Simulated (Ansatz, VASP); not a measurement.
**GaN in VASP and in Ansatz**

```
CELL_PARAMETERS angstrom
3.18287 0.00000 0.00000
-1.59143 2.75645 0.00000
0.00000 0.00000 5.18550
ATOMIC_POSITIONS crystal
Ga 0.66667 0.33333 0.49918
Ga 0.33333 0.66667 0.99918
N 0.66667 0.33333 0.87582
N 0.33333 0.66667 0.37582
```

Alike in both runs: task single point; functional r2SCAN; k mesh 12 × 12 × 6; occupations gaussian, width 0.02 eV; no spin polarisation.

|  | VASP | Ansatz |
| --- | --- | --- |
| version | VASP 6.6.1 | Ansatz 0.2.0 |
| potentials or method | VASP PAW PBE potentials, release 64 (Ga_d, N), cutoff 660 eV | scalar-relativistic, plane waves, PAW |
| valence electrons in the cell | 36 | 36 |

```csv
,VASP,Ansatz,Ansatz less VASP
gap on the k mesh at the Fermi level (eV),2.34,2.35,+0.009
least direct gap on the mesh (eV),2.34,2.35,+0.009
pressure (GPa),1.0,0.0,-1.03
"traceless stress, the component that is largest in VASP (GPa)",-0.04,-0.07,-0.026
```

VASP's potentials were made for PBE, not for r2SCAN.
